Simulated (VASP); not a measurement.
Set up this calculation in VASP 6.6.1, as the native input.

| Item | Value |
| --- | --- |
| Task | single point |
| Functional | PBEsol |
| Potentials or basis | VASP PAW PBE potentials, release 64 (Gd, O) |
| Cutoff | 520 eV |
| k mesh | 9 × 9 × 9 |
| Occupations | fermi-dirac, width 0.05 eV |
| Spin | collinear spin, ferromagnetic start |
| Starting moments | [7.0, 0.0] μB |
| Hubbard terms | Gd f U = 1.0 eV |
| Dipole correction | no |
| k mesh for the DOS | 14 × 14 × 14 |
| Occupations for the DOS | tetrahedron |
| Further INCAR settings | ALGO = Normal; EDIFF = 1e-07 |

GdO:

```
CELL_PARAMETERS angstrom
0.00000 2.70000 2.70000
2.70000 0.00000 2.70000
2.70000 2.70000 0.00000
ATOMIC_POSITIONS crystal
Gd 0.00000 0.00000 0.00000
O 0.75000 0.75000 0.75000
```

These files were run (other wordings do the same):

POSCAR

```
GdO
1.0
    0.0000000000      2.7000000000      2.7000000000
    2.7000000000      0.0000000000      2.7000000000
    2.7000000000      2.7000000000      0.0000000000
Gd O
1 1
Direct
    0.0000000000      0.0000000000      0.0000000000
    0.7500000000      0.7500000000      0.7500000000
```

INCAR.step1

```
SYSTEM = GdO
PREC = Accurate
ENCUT = 520
EDIFF = 1E-7
ISMEAR = -1
SIGMA = 0.05
LREAL = .FALSE.
LASPH = .TRUE.
NELM = 150
ALGO = Normal
ISIF = 2
LWAVE = .FALSE.
LCHARG = .TRUE.
ISPIN = 2
MAGMOM = 7 0
LMAXMIX = 6
LDAU = .TRUE.
LDAUTYPE = 2
LDAUL = 3 -1
LDAUU = 1 0
LDAUJ = 0 0
LDAUPRINT = 1
GGA = PS
NBANDS = 23
```

KPOINTS.step1

```
regular mesh
0
G
  9 9 9
  0 0 0
```

INCAR.step2

```
SYSTEM = GdO
PREC = Accurate
ENCUT = 520
EDIFF = 1E-7
ISMEAR = -5
SIGMA = 0.05
LREAL = .FALSE.
LASPH = .TRUE.
NELM = 150
ALGO = Normal
ISIF = 2
LWAVE = .FALSE.
LCHARG = .FALSE.
ISPIN = 2
MAGMOM = 7 0
LORBIT = 11
LMAXMIX = 6
LDAU = .TRUE.
LDAUTYPE = 2
LDAUL = 3 -1
LDAUU = 1 0
LDAUJ = 0 0
LDAUPRINT = 1
GGA = PS
NEDOS = 2001
ICHARG = 11
```

KPOINTS.step2

```
regular mesh
0
G
  14 14 14
  0 0 0
```

Potentials or basis: VASP PAW PBE potentials, release 64 (Gd, O).

Run with:

```bash
$ cat potpaw_PBE.64/Gd/POTCAR potpaw_PBE.64/O/POTCAR > POTCAR
$ cp INCAR.step1 INCAR
$ cp KPOINTS.step1 KPOINTS
$ mpirun -np 1 vasp_std > vasp.out
$ cp INCAR.step2 INCAR
$ cp KPOINTS.step2 KPOINTS
$ mpirun -np 1 vasp_std > vasp.out
```

Results of the run:

The net moment is 7.70 μB per cell. The site moments are Gd +6.98; O -0.01 μB. The valence electrons inside the program's atomic spheres are Gd 15.16; O 4.97.

Caveat: a cell with one magnetic atom can't hold antiferromagnetic order, which such compounds often take.

Run time: 2.5 min on 1 thread of Intel(R) Xeon(R) Platinum 8559C (Emerald Rapids) (shared host), peak memory 0.28 GiB.
